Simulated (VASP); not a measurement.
Write the native input for VASP 6.6.1 that does the following.

| Quantity | Value |
| --- | --- |
| Task | relaxation of cell and atoms |
| Functional | PBE |
| Potentials or basis | VASP PAW PBE potentials, release 64 (Er_3, Br), 4f in core |
| Cutoff | 500 eV |
| k mesh | 6 × 6 × 2 |
| Occupations | gaussian, width 0.1 eV |
| Spin | no spin polarisation |
| Dipole correction | no |
| Further INCAR settings | ALGO = Normal; EDIFF = 1e-07; IBRION = 2; EDIFFG = -0.04; NSW = 90; ISIF = 3 |

The structure of Er5Br lies in POSCAR:

```
Er5Br
1.0
    4.3243203600      0.0000000000      0.0000000000
   -2.1621601800      3.7449712900      0.0000000000
    0.0000000000      0.0000000000      9.7373119600
Er Br
5 1
Direct
    0.3333333300      0.6666666700      0.0000000000
    0.6666666700      0.3333333300      0.0000000000
    0.3333333300      0.6666666700      0.5000000000
    0.6666666700      0.3333333300      0.5000000000
    0.0000000000      0.0000000000      0.5000000000
    0.0000000000      0.0000000000      0.0000000000
```

The cell was generated, and may not be a known phase.

The input as run:

INCAR

```
PREC = Accurate
ENCUT = 500
EDIFF = 1E-7
ISMEAR = 0
SIGMA = 0.1
LREAL = F
LASPH = T
NELM = 200
ALGO = Normal
ISIF = 3
LWAVE = F
LCHARG = F
GGA = PE
IBRION = 2
NSW = 90
EDIFFG = -0.04
GGA_COMPAT = F
NELMIN = 4
LMAXMIX = 6
```

KPOINTS

```
Automatic mesh
0
Gamma
  6 6 2
```

Potentials or basis: VASP PAW PBE potentials, release 64 (Er_3, Br), 4f in core.

Command:

```bash
$ cat potpaw_PBE.64/Er_3/POTCAR potpaw_PBE.64/Br/POTCAR > POTCAR
$ mpirun -np 1 vasp_std > vasp.out
```

It gave:

```yaml
Relaxed_volume: 30.99 Å³/atom
Relaxed_cell: a = 5.879 Å, b = 5.879 Å, c = 6.213 Å, α = 90.00°, β = 90.00°, γ = 120.00°
Space_group_after_relaxing_to_0.1_Å: P6/mmm (No. 191)
Pressure_after_relaxing: -0.1 GPa
Band_gap_on_the_k_mesh: zero (bands 26 and 27 overlap by 0.46 eV)
```

Caveat: the volume moved by over 15 % at a fixed basis, so the end points are rough; spin-orbit coupling is left out, which moves the levels of the heavy elements; the 4f electrons are frozen in the core, so they carry no moment and show no levels; the run has no spin polarisation, though such a crystal can be magnetic.

It took 22 min on 1 thread of Intel(R) Xeon(R) Platinum 8375C CPU @ 2.90GHz (Ice Lake), with other jobs on the host, peak memory 0.31 GiB.
